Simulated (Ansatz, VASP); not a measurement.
## Two plane-wave programs on NaH

File POSCAR:

```
NaH
1.0
    0.0000000000      2.3970316378      2.5228757988
    2.3970316378      0.0000000000      2.5228757988
    2.3970316378      2.3970316378      0.0000000000
Na H
1 1
Direct
    0.0000000000      0.0000000000      0.0000000000
    0.5000000000      0.5000000000      0.5000000000
```

INCAR.step1

```
PREC     = Accurate       # precision mode
ENCUT    = 520            # plane-wave cutoff, eV
ISMEAR   = -1             # smearing method
SIGMA    = 0.2            # smearing width, eV
LREAL    = F              # projectors in reciprocal space
LASPH    = T              # aspherical terms in the spheres
NELM     = 60             # most SCF steps
NBANDS   = 11             # bands
GGA      = PE             # functional
ALGO     = Normal         # electronic algorithm
EDIFF    = 1E-4           # SCF threshold, eV
LWAVE    = T              # write WAVECAR
LCHARG   = F              # write CHGCAR
```

Contents of INCAR.step2:

```
PREC     = Accurate       # precision mode
ENCUT    = 520            # plane-wave cutoff, eV
EDIFF    = 1E-6           # SCF threshold, eV
ISMEAR   = -1             # smearing method
SIGMA    = 0.2            # smearing width, eV
LREAL    = F              # projectors in reciprocal space
LASPH    = T              # aspherical terms in the spheres
NELM     = 60             # most SCF steps
ALGO     = Normal         # electronic algorithm
ISIF     = 2              # what is computed and relaxed
LWAVE    = F              # write WAVECAR
LCHARG   = T              # write CHGCAR
METAGGA  = R2SCAN         # meta-GGA
LMIXTAU  = T            
LELF     = T              # ELF
LVHAR    = T            
NBANDS   = 11             # bands
ISTART   = 1
```

Contents of KPOINTS:

```
Automatic mesh
0
Gamma
  8 8 8
```

Input for Ansatz:

```yaml
crystal:
  lattice:
    - [0.0, 2.3970316378, 2.5228757988]
    - [2.3970316378, 0.0, 2.5228757988]
    - [2.3970316378, 2.3970316378, 0.0]
  atoms:
    - { symbol: Na, position: [0.0, 0.0, 0.0] }
    - { symbol: H, position: [0.5, 0.5, 0.5] }
basis:
  ecutwfc: 520.0
kpoints:
  mp_grid: { grid: [8, 8, 8] }
hamiltonian:
  xc: r2scan
scf:
  occupations: { method: fermi_dirac, width: 0.2 }
output:
  forces: true
  stress: true
  eigenvalues: true
```

Change from the starting cell: engineering shear strain xy +0.0000, normal strain along z +0.0525.

Alike in both runs: task single point; functional r2SCAN; k mesh 8 × 8 × 8; occupations fermi-dirac, width 0.2 eV; no spin polarisation.

```csv
,VASP,Ansatz
version,VASP 6.6.1,Ansatz 0.2.0
potentials or method,"VASP PAW PBE potentials, release 64 (Na_pv, H), cutoff 520 eV","scalar-relativistic, plane waves, PAW"
valence electrons in the cell,8,10
```

Ansatz gave:

| Property | Result |
| --- | --- |
| gap on the k mesh at the Fermi level (eV) | 4.27 |
| least direct gap on the mesh (eV) | 5.05 |
| pressure (GPa) | -1.0 |
| traceless stress, the component that is largest in VASP (GPa) | -0.95 |

Task: Estimate VASP's values.

Result: gap on the k mesh at the Fermi level (eV): 4.28; least direct gap on the mesh (eV): 5.06; pressure (GPa): -1.2; traceless stress, the component that is largest in VASP (GPa): -0.92.

VASP's potentials were made for PBE, not for r2SCAN. VASP's potentials hold 8 valence electrons a cell and Ansatz's 10, so a difference there can come from the potentials and not from the codes.
